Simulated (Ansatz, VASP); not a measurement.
**CoSn2 in VASP and in Ansatz**

File INCAR:

```
SYSTEM = CoSn2
ALGO = Fast
EDIFF = 1E-6
EDIFFG = -0.01
ENCUT = 600
GGA = PS
IBRION = 2
ISIF = 3
ISMEAR = 0
LASPH = .True.
LCHARG = .False.
LREAL = .False.
LWAVE = .False.
NELM = 80
NSW = 80
PREC = Accurate
SIGMA = 0.1
```

KPOINTS

```
k-points
0
Gamma
  8 8 8
  0 0 0
```

Contents of POSCAR:

```
CoSn2
1.0
   -3.1825000000      3.1825000000      2.7285000000
    3.1825000000     -3.1825000000      2.7285000000
    3.1825000000      3.1825000000     -2.7285000000
Co Sn
2 4
Direct
    0.2500000000      0.2500000000      0.0000000000
    0.7500000000      0.7500000000      0.0000000000
    0.6580000000      0.1580000000      0.8160000000
    0.1580000000      0.3420000000      0.5000000000
    0.3420000000      0.8420000000      0.1840000000
    0.8420000000      0.6580000000      0.5000000000
```

Input for Ansatz:

```yaml
crystal:
  lattice:
    - [-3.1825, 3.1825, 2.7285]
    - [3.1825, -3.1825, 2.7285]
    - [3.1825, 3.1825, -2.7285]
  atoms:
    - { symbol: Co, position: [0.25, 0.25, 0.0] }
    - { symbol: Co, position: [0.75, 0.75, 0.0] }
    - { symbol: Sn, position: [0.658, 0.158, 0.816] }
    - { symbol: Sn, position: [0.158, 0.342, 0.5] }
    - { symbol: Sn, position: [0.342, 0.842, 0.184] }
    - { symbol: Sn, position: [0.842, 0.658, 0.5] }
basis:
  ecutwfc: 420
kpoints:
  mp_grid: { grid: [8, 8, 8] }
hamiltonian:
  xc: pbesol
scf:
  occupations: { method: gaussian, width: 0.1 }
output:
  forces: true
  stress: true
  eigenvalues: true
relax:
  adjacent_minimum: "off"
  f_tol: 0.01
  max_steps: 60
  cell: { stress_tol: 0.05 }
```

Alike in both runs: task relaxation of cell and atoms; functional PBEsol; k mesh 8 × 8 × 8; occupations gaussian, width 0.1 eV; no spin polarisation.

```csv
,VASP,Ansatz
version,VASP 6.6.1,Ansatz 0.2.0
potentials or method,"VASP PAW PBE potentials, release 64 (Co, Sn_d), cutoff 600 eV","scalar-relativistic, plane waves, PAW"
valence electrons in the cell,74,90
```

|  | VASP | Ansatz | Ansatz less VASP |
| --- | --- | --- | --- |
| gap on the k mesh at the Fermi level, each at its own relaxed structure (eV) | none | none | - |
| relaxed volume (Å³/atom) | 17.75 | 17.74 | -0.012 |
| relaxed length of the cell vector where the two differ most in proportion (Å) | 5.197 | 5.196 | -0.0011 |

VASP's potentials were made for PBE, not for PBEsol. A gap of «none» marks a metal or a gap that the smearing closes. VASP's potentials hold 74 valence electrons a cell and Ansatz's 90, so a difference there can come from the potentials and not from the codes.
